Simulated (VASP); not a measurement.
The system is Fe.

```
CELL_PARAMETERS angstrom
-1.44750 1.44750 1.44750
1.44750 -1.44750 1.44750
1.44750 1.44750 -1.44750
ATOMIC_POSITIONS crystal
Fe 0.00000 0.00000 0.00000
```

Base run:

| Item | Value |
| --- | --- |
| Program | VASP 6.6.1 |
| Functional | PBE |
| Potentials or basis | VASP PAW PBE potentials, release 64 (Fe) |
| Cutoff | 600 eV |
| k mesh | 13 × 13 × 13 |
| Occupations | fermi-dirac, width 0.05 eV |
| Spin | collinear spin, ferromagnetic start |
| Starting moments | [4.16] μB |
| Fixed moment | 4.16 μB |

Its results: pressure 56.8 GPa; site moments Fe +3.93 μB.

Problem. After a change of settings the same cell gave: pressure -20.3 GPa; site moments Fe +1.58 μB. Which change was it?
A. fixed moment from 4.16 μB to 1.04 μB; moments at the start from [4.16] to [1.04]
B. fixed moment from 4.16 μB to 2.08 μB; moments at the start from [4.16] to [2.08]
C. fixed moment from 4.16 μB to 3.12 μB; moments at the start from [4.16] to [3.12]
D. fixed moment from 4.16 μB to 1.56 μB; moments at the start from [4.16] to [1.56]

Solution. D.

Caveats: the total moment is fixed, so each spin has its own Fermi level.
